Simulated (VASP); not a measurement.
Set up this calculation in VASP 6.6.1, as the native input.

```
Task                   : single point
Functional             : PBE
Potentials or basis    : VASP PAW PBE potentials, release 64 (Be)
Cutoff                 : 520 eV
k mesh                 : 7 × 7 × 12
Occupations            : fermi-dirac, width 0.05 eV
Spin                   : no spin polarisation
Dipole correction      : no
Further INCAR settings : ALGO = Normal; EDIFF = 1e-07; NBANDS = 12
```

The structure of Be lies in POSCAR:

```
Be
1.0
    3.7468140000      0.0000000000      0.0000000000
    0.0000000000      3.7468140000      0.0000000000
    0.0000000000      0.0000000000      2.2812800000
Be
4
Direct
    0.7974080000      0.2025920000      0.5000000000
    0.2025920000      0.7974080000      0.5000000000
    0.7025920000      0.7025920000      0.0000000000
    0.2974080000      0.2974080000      0.0000000000
```

One way to write it, as run:

INCAR

```
PREC = Accurate ; ENCUT = 520
EDIFF = 1E-7 ; ISMEAR = -1
SIGMA = 0.05 ; LREAL = False
LASPH = True ; NELM = 80
ALGO = Normal ; ISIF = 2
LWAVE = False ; LCHARG = False
GGA = PE ; NBANDS = 12
```

KPOINTS

```
Automatic mesh
0
Gamma
  7 7 12
```

Potentials or basis: VASP PAW PBE potentials, release 64 (Be).

Launch:

```console
$ cat potpaw_PBE.64/Be/POTCAR > POTCAR
$ mpirun -np 1 vasp_std > vasp.out
```

Results of the run:

```json
{
  "Pressure": "0.2 GPa",
  "Largest force": "0.004 eV/Å",
  "Band gap on the k mesh": "zero (band 4 reaches 7.81 eV, above the bottom of band 5 at 5.78 eV)"
}
```

Wall time 37 s on 1 thread of AMD EPYC 7R13 (shared host), peak memory 0.11 GiB.
